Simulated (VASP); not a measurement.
# Ga2O3 (C2/m) in VASP: further runs

Ga2O3 is run at these levels: r2SCAN; tasks: single point.

All numbers are computed with VASP 6.6.1; they aren't measurements. Logs are shortened: lines on timing, memory, paths and dates and some standing lists are left out, and cuts for length are marked.

## Step 1: The cell of the first run

Symmetry: C2/m, No. 12, monoclinic system. Conventional cell: a = 12.256 Å, b = 3.039 Å, c = 11.471 Å, α = 90.00°, β = 103.98°, γ = 90.00°. Ga (site symmetry m) has 4 O at 1.69 to 1.87 Å within 2.2 Å. Within 2.4 Å of Ga (site symmetry m) lie 4 O at 1.83 to 1.87 Å. Within 2.6 Å of Ga (site symmetry m) lie 6 O at 1.94 to 2.08 Å. Within 2.6 Å of Ga (site symmetry m) lie 6 O at 1.94 to 2.08 Å. O (site symmetry m) has 3 Ga at 1.83 to 1.94 Å within 2.4 Å. Within 2.2 Å of O (site symmetry m) lie 3 Ga at 1.69 to 1.94 Å. O (site symmetry m) has 4 Ga at 1.87 to 2.08 Å within 2.5 Å. Within 2.5 Å of O (site symmetry m) lie 4 Ga at 1.87 to 2.08 Å.

## Step 2: Single point, r2SCAN (the distance across one plane changed)

The input, POSCAR:

```
Ga2O3
1.0
    0.0000000000      3.0390611527      0.0000000000
   -6.1278415757      1.5195305764     -0.0025325578
   -2.7767085389      0.0000000000     11.1299545040
Ga O
8 12
Direct
    0.0932563001      0.8134873998      0.9094874871
    0.0917322621      0.8165354758      0.4027496092
    0.9113158138      0.1773683724      0.6107261465
    0.9097917759      0.1804164483      0.1039882686
    0.6607311876      0.6785376248      0.6660951120
    0.6592071496      0.6815857008      0.1593572341
    0.3438409263      0.3123181473      0.8541185216
    0.3423168884      0.3153662233      0.3473806438
    0.1659047296      0.6681905409      0.5620522357
    0.1643806916      0.6712386168      0.0553143579
    0.8386673844      0.3226652313      0.9581613979
    0.8371433464      0.3257133072      0.4514235200
    0.1757248696      0.6485502609      0.7922972527
    0.1742008316      0.6515983368      0.2855593749
    0.8288472444      0.3423055113      0.7279163809
    0.8273232064      0.3453535872      0.2211785030
    0.4981996963      0.0036006074      0.6365830544
    0.4966756583      0.0066486834      0.1298451765
    0.5063724176      0.9872551647      0.8836305792
    0.5048483797      0.9903032407      0.3768927013
```

The input, INCAR.step1:

```
SYSTEM = Ga2O3
PREC = Accurate
ENCUT = 520
ISMEAR = 0
SIGMA = 0.05
LREAL = Auto
LASPH = .TRUE.
NELM = 100
NBANDS = 104
ISYM = 0
GGA = PE
ALGO = Normal
EDIFF = 1E-4
LWAVE = .TRUE.
LCHARG = .FALSE.
KPAR = 4
```

The input, INCAR.step2:

```
SYSTEM = Ga2O3
PREC = Accurate
ENCUT = 520
EDIFF = 1E-7
ISMEAR = 0
SIGMA = 0.05
LREAL = Auto
LASPH = .TRUE.
NELM = 100
ALGO = Normal
ISIF = 2
LWAVE = .FALSE.
LCHARG = .TRUE.
METAGGA = R2SCAN
LMIXTAU = .TRUE.
LVHAR = .TRUE.
NBANDS = 104
ISYM = 0
ISTART = 1
KPAR = 4
```

The input, KPOINTS:

```
Automatic mesh
0
G
  8 4 2
  0 0 0
```

Potentials or basis: VASP PAW PBE potentials, release 64 (Ga_d, O).

Command:

```sh
$ cat potpaw_PBE.64/Ga_d/POTCAR potpaw_PBE.64/O/POTCAR > POTCAR
$ cp INCAR.step1 INCAR
$ mpirun -np 4 vasp_std > vasp.out
$ cp INCAR.step2 INCAR
$ mpirun -np 4 vasp_std > vasp.out
```

OUTCAR:

```text
SYSTEM = Ga2O3
   PREC = Accurate
   ENCUT = 520
   EDIFF = 1E-7
   ISMEAR = 0
   LREAL = Auto
   LASPH = .TRUE.
   NELM = 100
   ISIF = 2
   METAGGA = R2SCAN
   ISYM = 0
   ISTART = 1

 ion  position               nearest neighbor table
   1  0.093  0.813  0.909-  10 1.69  19 1.84  19 1.84  13 1.87
   2  0.092  0.817  0.403-   9 1.83  20 1.84  20 1.84  14 1.87
   3  0.911  0.177  0.611-  12 1.83  17 1.84  17 1.84  15 1.87
   4  0.910  0.180  0.104-  11 1.69  18 1.84  18 1.84  16 1.87
   5  0.661  0.679  0.666-  17 1.94   9 1.94   9 1.94  15 2.01  13 2.08  13 2.08
   6  0.659  0.682  0.159-  18 1.94  10 1.94  10 1.94  16 2.01  14 2.08  14 2.08
   7  0.344  0.312  0.854-  19 1.94  11 1.94  11 1.94  13 2.01  15 2.08  15 2.08
   8  0.342  0.315  0.347-  20 1.94  12 1.94  12 1.94  14 2.01  16 2.08  16 2.08
   9  0.166  0.668  0.562-   2 1.83   5 1.94   5 1.94
  10  0.164  0.671  0.055-   1 1.69   6 1.94   6 1.94
  11  0.839  0.323  0.958-   4 1.69   7 1.94   7 1.94
  12  0.837  0.326  0.451-   3 1.83   8 1.94   8 1.94
  13  0.176  0.649  0.792-   1 1.87   7 2.01   5 2.08   5 2.08
  14  0.174  0.652  0.286-   2 1.87   8 2.01   6 2.08   6 2.08
  15  0.829  0.342  0.728-   3 1.87   5 2.01   7 2.08   7 2.08
  16  0.827  0.345  0.221-   4 1.87   6 2.01   8 2.08   8 2.08
  17  0.498  0.004  0.637-   3 1.84   3 1.84   5 1.94
  18  0.497  0.007  0.130-   4 1.84   4 1.84   6 1.94
  19  0.506  0.987  0.884-   1 1.84   1 1.84   7 1.94
  20  0.505  0.990  0.377-   2 1.84   2 1.84   8 1.94

IMPORTANT INFORMATION: All symmetrisations will be switched off!
NOSYMM: (Re-)initialisation of all symmetry stuff for point group C_1.

----------------------------------------------------------------------------------------

                                     Primitive cell

  volume of cell :     207.2932

  direct lattice vectors                    reciprocal lattice vectors
     0.000000000  3.039061153  0.000000000     0.081586387  0.329048989  0.020354227
    -6.127841576  1.519530576 -0.002532558    -0.163172773  0.000000000 -0.040708453
    -2.776708539  0.000000000 11.129954504    -0.000037129  0.000000000  0.089838364

  length of vectors
     3.039061153  6.313431869 11.471094001     0.339623130  0.168174112  0.089838372

  position of ions in fractional coordinates (direct lattice)
     0.093256300  0.813487400  0.909487487
     0.091732262  0.816535476  0.402749609
     0.911315814  0.177368372  0.610726146
     0.909791776  0.180416448  0.103988269
     0.660731188  0.678537625  0.666095112
     0.659207150  0.681585701  0.159357234
[... 12 lines left out ...]
     0.506372418  0.987255165  0.883630579
     0.504848380  0.990303241  0.376892701

  ion indices of the primitive-cell ions
   primitive index   ion index
                 1           1
                 2           2
                 3           3
                 4           4
                 5           5
                 6           6
[... 12 lines left out ...]
                19          19
                20          20

----------------------------------------------------------------------------------------

 KPOINTS: Automatic mesh

Automatic generation of k-mesh.
 Grid dimensions read from file:
 generate k-points for:    8    4    2

 Generating k-lattice:

  Cartesian coordinates                     Fractional coordinates (reciprocal lattice)
     0.010198298  0.041131124  0.002544278     0.125000000  0.000000000  0.000000000
    -0.040793193  0.000000000 -0.010177113     0.000000000  0.250000000  0.000000000
    -0.000018565  0.000000000  0.044919182     0.000000000  0.000000000  0.500000000

  Length of vectors
     0.042452891  0.042043528  0.044919186

  Shift w.r.t. Gamma in fractional coordinates (k-lattice)
     0.000000000  0.000000000  0.000000000

 -----------------------------------------------------------------------------
|                                                                             |
|           W    W    AA    RRRRR   N    N  II  N    N   GGGG   !!!           |
|           W    W   A  A   R    R  NN   N  II  NN   N  G    G  !!!           |
|           W    W  A    A  R    R  N N  N  II  N N  N  G       !!!           |
|           W WW W  AAAAAA  RRRRR   N  N N  II  N  N N  G  GGG   !            |
|           WW  WW  A    A  R   R   N   NN  II  N   NN  G    G                |
|           W    W  A    A  R    R  N    N  II  N    N   GGGG   !!!           |
|                                                                             |
|     Your reciprocal lattice and k-lattice belong to different lattice       |
|     classes:                                                                |
|                                                                             |
|        The reciprocal lattice is base-centered monoclinic,                  |
|        whereas your k-lattice is triclinic.                                 |
|                                                                             |
|     Results are often still useful ...                                      |
|                                                                             |
 -----------------------------------------------------------------------------

 WARNING: IBZKPT: internal override: KBLOWUP is changed to .FALSE.
      ... skipping the blow-up phase ...

 Subroutine IBZKPT returns following result:
 ===========================================

 Found     36 irreducible k-points:

 Following reciprocal coordinates:
            Coordinates               Weight
  0.000000  0.000000  0.000000      1.000000
  0.125000 -0.000000 -0.000000      2.000000
  0.250000 -0.000000 -0.000000      2.000000
  0.375000 -0.000000  0.000000      2.000000
  0.500000 -0.000000 -0.000000      1.000000
  0.000000  0.250000  0.000000      2.000000
[... 16 lines left out ...]
  0.500000 -0.000000  0.500000      1.000000
  0.000000  0.250000  0.500000      2.000000
 [... further k-points ...]
   k-points           NKPTS =     36   k-points in BZ     NKDIM =     36   number of bands    NBANDS=    104
   number of dos      NEDOS =    301   number of ions     NIONS =     20
   total plane-waves  NPLWV = 103680
   dimension x,y,z NGX =    24 NGY =   48 NGZ =   90
   dimension x,y,z NGXF=    48 NGYF=   96 NGZF=  180
   ions per type =               8  12
   NGX,Y,Z   is equivalent  to a cutoff of  13.13, 12.64, 13.04 a.u.
   NGXF,Y,Z  is equivalent  to a cutoff of  26.26, 25.28, 26.09 a.u.
 SYSTEM =  Ga2O3
   PREC   = accura    normal or accurate (medium, high low for compatibility)
   ISTART =      1    job   : 0-new  1-cont  2-samecut
   ICHARG =      0    charge: 1-file 2-atom 10-const
   ISPIN  =      1    spin polarized calculation?
   LNONCOLLINEAR =      F non collinear calculations
   LSORBIT =      F    spin-orbit coupling
   LASPH  =      T    aspherical Exc in radial PAW
   ENCUT  =  520.0 eV  38.22 Ry    6.18 a.u.   5.65 11.74 21.33*2*pi/ulx,y,z
   NELM   =    100;   NELMIN=  2; NELMDL=  0     # of ELM steps
   EDIFF  = 0.1E-06   stopping-criterion for ELM
   LREAL  =      T    real-space projection
   EDIFFG = 0.1E-05   stopping-criterion for IOM
   NSW    =      0    number of steps for IOM
   IBRION =     -1    ionic relax: 0-MD 1-quasi-New 2-CG
   NFREE  =      0    steps in history (QN), initial steepest desc. (CG)
   ISIF   =      2    stress and relaxation
   ISYM   =      0    0-nonsym 1-usesym 2-fastsym
   POTIM  = 0.5000    time-step for ionic-motion
   TEBEG  =    0.0;   TEEND  =   0.0 temperature during run
   PSTRESS=    0.0 pullay stress
   NELECT =     176.0000    total number of electrons
   NUPDOWN=      -1.0000    fix difference up-down
   EMIN   =  10.00;   EMAX   =-10.00  energy-range for DOS
   EFERMI =   0.00;   METHOD = LEGACY
   ISMEAR =     0;   SIGMA  =   0.05  broadening in eV -4-tet -1-fermi 0-gaus
   EFERMI_NEDOS =   21; number of points for ismear=-14 and -15
   IALGO  =     38    algorithm
   IMIX   =      4    mixing-type and parameters
     AMIX     =   0.40;   BMIX     =  1.00
     AMIX_MAG =   1.60;   BMIX_MAG =  1.00
  volume/ion in A,a.u.               =      10.36        69.94
  Fermi-wavevector in a.u.,A,eV,Ry     =   1.550187  2.929428 32.695872  2.403079
  Thomas-Fermi vector in A             =   2.654886
   LORBIT       =      0    0 simple, 1 ext, 2 COOP (PROOUT), +10 PAW based schemes
   METAGGA = R2SCAN    functional components
   LHFCALC =     F    Hartree Fock is set to
   AEXX    =    0.0000 exact exchange contribution
   IVDW    =     0    specifies the selected vdW correction
   LEPSILON=     F    determine dielectric tensor
   LRPA    =     F    only Hartree local field effects (RPA)
 non-spin polarized calculation
 Gauss-broadening in eV      SIGMA  =   0.05
  energy-cutoff  :      520.00
  volume of cell :      207.29
 maximum number of plane-waves:      5612
   NGX = 11   NGY = 23   NGZ = 43

 number of electron     176.0000024 magnetization

 Free energy of the ion-electron system (eV)
  ---------------------------------------------------
  ext. energy  EPLUGINS =         0.00000000
  ---------------------------------------------------
  free energy    TOTEN  =      -204.31866094 eV

  energy without entropy =     -204.31866094  energy(sigma->0) =     -204.31866094

 E-fermi :   3.8795     XC(G=0): -12.5926

 val. band max:        3.5983758985   @ k =   0.0000   0.0000   0.0000
 cond. band min:       6.6692736150   @ k =   0.0000   0.0000   0.0000
 fundamental gap:      3.0708977165
 Fermi energy:         3.8794920594

 k-point     1 :       0.0000    0.0000    0.0000
  band No.  band energies     occupation
      1     -16.4333      2.00000
      2     -16.0305      2.00000
      3     -15.7379      2.00000
      4     -15.4814      2.00000
      5     -15.0905      2.00000
      6     -15.0812      2.00000
[... 92 lines left out ...]
     99      12.2283      0.00000
    100      13.1288      0.00000

 k-point     2 :       0.1250   -0.0000   -0.0000
  band No.  band energies     occupation
      1     -16.3172      2.00000
      2     -15.9308      2.00000
      3     -15.6546      2.00000
      4     -15.4495      2.00000
      5     -15.0786      2.00000
      6     -15.0347      2.00000
[... 2255 lines left out ...]
     99      13.0342      0.00000
    100      13.3285      0.00000

 k-point    24 :       0.0000    0.2500    0.5000
  band No.  band energies     occupation
      1     -16.3053      2.00000
      2     -16.0733      2.00000
      3     -15.7145      2.00000
      4     -15.4455      2.00000
      5     -15.2582      2.00000
      6     -15.1706      2.00000
[... 92 lines left out ...]
     99      12.6322      0.00000
    100      12.8867      0.00000

 [... further k-points ...]

 [bands above 100 left out]

------------------------ aborting loop because EDIFF is reached ----------------------------------------

  FORCE on cell =-STRESS in cart. coord.  units (eV):
  Direction    XX          YY          ZZ          XY          YZ          ZX
  --------------------------------------------------------------------------------------
  -------------------------------------------------------------------------------------
  Total        3.3184562      3.6337948     16.6218083      0.0097645      0.0090601      3.2127344
  in kB       25.6484741     28.0857385    128.4705899      0.0754699      0.0700255     24.8313465
  external PRESSURE =      60.7349342 kB  Pullay stress =       0.0000000 kB

 VOLUME and BASIS-vectors are now :
 -----------------------------------------------------------------------------
  energy-cutoff  :      520.00
  volume of cell :      207.29
      direct lattice vectors                 reciprocal lattice vectors
     0.000000000  3.039061153  0.000000000     0.081586387  0.329048989  0.020354227
    -6.127841576  1.519530576 -0.002532558    -0.163172773  0.000000000 -0.040708453
    -2.776708539  0.000000000 11.129954504    -0.000037129  0.000000000  0.089838364

 POSITION                                       TOTAL-FORCE (eV/Angst)
 -----------------------------------------------------------------------------------
     -7.51030      1.51953     10.12049        -0.888476     -0.004372     -3.589354
     -6.12192      1.51953      4.48052         0.024535     -0.019004      0.002436
     -2.78269      3.03906      6.79691         0.000889      0.008853      0.005953
     -1.39431      3.03906      1.15693         0.891991      0.015262      3.599651
     -6.00752      3.03906      7.41189        -0.014437      0.002086      0.051684
     -4.61914      3.03906      1.77191        -0.104603      0.007996      0.599946
[... 12 lines left out ...]
     -8.50333      3.03906      9.83227        -0.428441      0.000882     -0.316552
     -7.11494      3.03906      4.19229        -0.075034     -0.004210     -0.030386
 -----------------------------------------------------------------------------------
    total drift:                                0.023793      0.013951      0.079580

  FREE ENERGIE OF THE ION-ELECTRON SYSTEM (eV)
  ---------------------------------------------------
  free  energy   TOTEN  =      -204.3186609447 eV

  energy  without entropy=     -204.3186609447  energy(sigma->0) =     -204.31866094
```

It took 18 min on 4 MPI ranks of Intel Xeon Platinum 8259CL at 2.50GHz (Skylake/Cascade Lake), shared host; peak memory 0.63 GiB.

What came out:

| Quantity | Value |
| --- | --- |
| Free energy | -204.3187 eV |
| Pressure | 6.1 GPa |
| Largest force | 3.709 eV/Å |
| Band gap on the k mesh | 3.07 eV |

Forces on the atoms (eV/Å):
```
Ga  -0.888 -0.004 -3.589
Ga   0.025 -0.019  0.002
Ga   0.001  0.009  0.006
Ga   0.892  0.015  3.600
Ga  -0.014  0.002  0.052
Ga  -0.105  0.008  0.600
Ga   0.093  0.001 -0.570
Ga   0.032 -0.008 -0.049
O    0.065 -0.001  0.010
O    1.068 -0.001  3.543
O   -1.073  0.002 -3.549
O   -0.069 -0.002 -0.021
O    0.154  0.004 -0.153
O    0.043  0.000 -0.123
O   -0.040 -0.001  0.119
O   -0.166 -0.001  0.145
O    0.061  0.000  0.022
O    0.426  0.000  0.304
O   -0.428  0.001 -0.317
O   -0.075 -0.004 -0.030
```

Stress tensor (GPa, compression positive):
```
 2.56  0.01  2.48
 0.01  2.81  0.01
 2.48  0.01 12.85
```

Caveat: the cell differs from its parent crystal (the distance across one plane changed); the stress differs along the axes, from 3 to 13 GPa; the PAW data sets were made with another functional, which shifts forces and pressure a little.

[end of part 1 of 2]
